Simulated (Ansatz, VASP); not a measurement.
Hf in VASP and in Ansatz

Contents of INCAR:

```
SYSTEM = Hf
PREC = Accurate ; ENCUT = 520
EDIFF = 1E-7 ; ISMEAR = -1
SIGMA = 0.05 ; LREAL = .False.
LASPH = .True. ; NELM = 60
ALGO = Normal ; ISIF = 2
LWAVE = .False. ; LCHARG = .True.
GGA = PE ; LELF = .True.
LVHAR = .True. ; NBANDS = 28
```

Contents of KPOINTS:

```
Automatic mesh
0
Gamma
  13 8 8
  0 0 0
```

Contents of POSCAR:

```
Hf
1.0
   -1.6015984959      2.7740499681      0.0000000000
    0.0000000000      0.0000000000      5.0702495505
    4.8047954876      2.7740499682      0.0000000000
Hf
4
Direct
    0.5000000000      0.2500000000      0.1666666670
    0.0000000000      0.2500000000      0.6666666670
    0.0000000000      0.7500000000      0.3333333330
    0.5000000000      0.7500000000      0.8333333330
```

Input for Ansatz:

```yaml
crystal:
  lattice:
    - [-1.6015984959, 2.7740499681, 0.0]
    - [0.0, 0.0, 5.0702495505]
    - [4.8047954876, 2.7740499682, 0.0]
  atoms:
    - { symbol: Hf, position: [0.5, 0.25, 0.166666667] }
    - { symbol: Hf, position: [0.0, 0.25, 0.666666667] }
    - { symbol: Hf, position: [0.0, 0.75, 0.333333333] }
    - { symbol: Hf, position: [0.5, 0.75, 0.833333333] }
kpoints:
  mp_grid: { grid: [13, 8, 8] }
scf:
  occupations: { method: fermi_dirac, width: 0.05 }
hamiltonian:
  xc: pbe
  pseudopotentials: { kind: all_electron, lapw: { basis_error: 0.001 } }
output:
  forces: true
  stress: true
  eigenvalues: true
```

Alike in both runs: task single point; functional PBE; k mesh 13 × 8 × 8; occupations fermi-dirac, width 0.05 eV; no spin polarisation.

|  | VASP | Ansatz |
| --- | --- | --- |
| version | VASP 6.6.1 | Ansatz 0.2.0 |
| potentials or method | VASP PAW PBE potentials, release 64 (Hf_pv), cutoff 520 eV | all-electron LAPW, scalar-relativistic |

|  | VASP | Ansatz | Ansatz less VASP |
| --- | --- | --- | --- |
| pressure (GPa) | -0.4 | 0.1 | +0.45 |
| traceless stress, the component that is largest in VASP (GPa) | -0.16 | -0.09 | +0.070 |

Ansatz ran all-electron here, and VASP with PAW potentials.

Neither program's run includes spin-orbit coupling.
